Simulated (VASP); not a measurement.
Crystal: VSi (zincblende type).

```
V Si
1.0
     0.00000    2.80775    2.80775
     2.80775    0.00000    2.80775
     2.80775    2.80775    0.00000
V Si
1 1
Direct
  0.00000 0.00000 0.00000
  0.25000 0.25000 0.25000
```

```yaml
Program: VASP 6.6.1
Task: relaxation of cell and atoms
Functional: PBE
Potentials_or_basis: VASP PAW PBE potentials, release 64 (V_sv, Si)
Cutoff: 600 eV
k_mesh: 11 × 11 × 11
Occupations: fermi-dirac, width 0.05 eV
Spin: collinear spin, ferromagnetic start
Starting_moments: "[1.5, 0.0] μB"
```

At the start: pressure -2.7 GPa; volume 22.13 Å³/atom.

**Question.** Where does the relaxation end?

**Answer.** Over 3 steps the energy falls by 8.8 meV/atom and the volume is 21.15 Å³/atom (-4.5 %); space group F-43m (No. 216, to 0.05 Å); moment 0.56 μB per cell.

The path:
| step | energy change (eV) | largest force (eV/Å) | pressure (GPa) | volume (Å³) |
| --- | --- | --- | --- | --- |
| 1 | 0.0000 | 0.0000 | -2.68 | 44.27 |
| 2 | -0.0170 | 0.0000 | 0.61 | 41.94 |
| 3 | -0.0176 | 0.0000 | -0.01 | 42.29 |

Final structure:
```xyz
2
Lattice="0.0000 2.7653 2.7653 2.7653 0.0000 2.7653 2.7653 2.7653 0.0000" Properties=species:S:1:pos:R:3 pbc="T T T"
V     0.0000    0.0000    0.0000
Si    1.3827    1.3827    1.3827
```
